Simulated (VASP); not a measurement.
Input of a VASP 6.6.1 run:

POSCAR

```
LiF
1.0
    0.0000000000      1.9676848800      1.9676848800
    1.9676848800      0.0000000000      1.9676848800
    1.9676848800      1.9676848800      0.0000000000
Li F
1 1
Direct
    0.0000000000      0.0000000000      0.0000000000
    0.5000000000      0.5000000000      0.5000000000
```

INCAR.step1

```
SYSTEM = LiF
PREC     = Accurate       ! precision mode
ENCUT    = 520            ! plane-wave cutoff, eV
ISMEAR   = -1             ! smearing method
SIGMA    = 0.02           ! smearing width, eV
LREAL    = .False.        ! projectors in reciprocal space
LASPH    = .True.         ! aspherical terms in the spheres
NELM     = 60             ! most SCF steps
GGA      = PE             ! functional
ALGO     = Normal         ! electronic algorithm
EDIFF    = 1E-4           ! SCF threshold, eV
LWAVE    = .True.         ! write WAVECAR
LCHARG   = .False.        ! write CHGCAR
```

File INCAR.step2:

```
SYSTEM = LiF
PREC     = Accurate       ! precision mode
ENCUT    = 520            ! plane-wave cutoff, eV
EDIFF    = 1E-7           ! SCF threshold, eV
ISMEAR   = -1             ! smearing method
SIGMA    = 0.02           ! smearing width, eV
LREAL    = .False.        ! projectors in reciprocal space
LASPH    = .True.         ! aspherical terms in the spheres
NELM     = 60             ! most SCF steps
ALGO     = Normal         ! electronic algorithm
ISIF     = 2              ! what is computed and relaxed
LWAVE    = .False.        ! write WAVECAR
LCHARG   = .False.        ! write CHGCAR
METAGGA  = R2SCAN         ! meta-GGA
LMIXTAU  = .True.       
IBRION   = 2              ! ionic algorithm
NSW      = 50             ! ionic steps
EDIFFG   = -0.01          ! ionic threshold
ISTART   = 1
```

File KPOINTS:

```
regular mesh
0
Gamma
  12 12 12
  0 0 0
```

Potentials or basis: VASP PAW PBE potentials, release 64 (Li_sv, F).

Launch:

```console
$ cat potpaw_PBE.64/Li_sv/POTCAR potpaw_PBE.64/F/POTCAR > POTCAR
$ cp INCAR.step1 INCAR
$ mpirun -np 1 vasp_std > vasp.out
$ cp INCAR.step2 INCAR
$ mpirun -np 1 vasp_std > vasp.out
```

(1) Predict the band gap on the k mesh.

Results:

(1) 10.97 eV, direct.

Caveat: the relaxation stopped at its first step, so nothing moved.
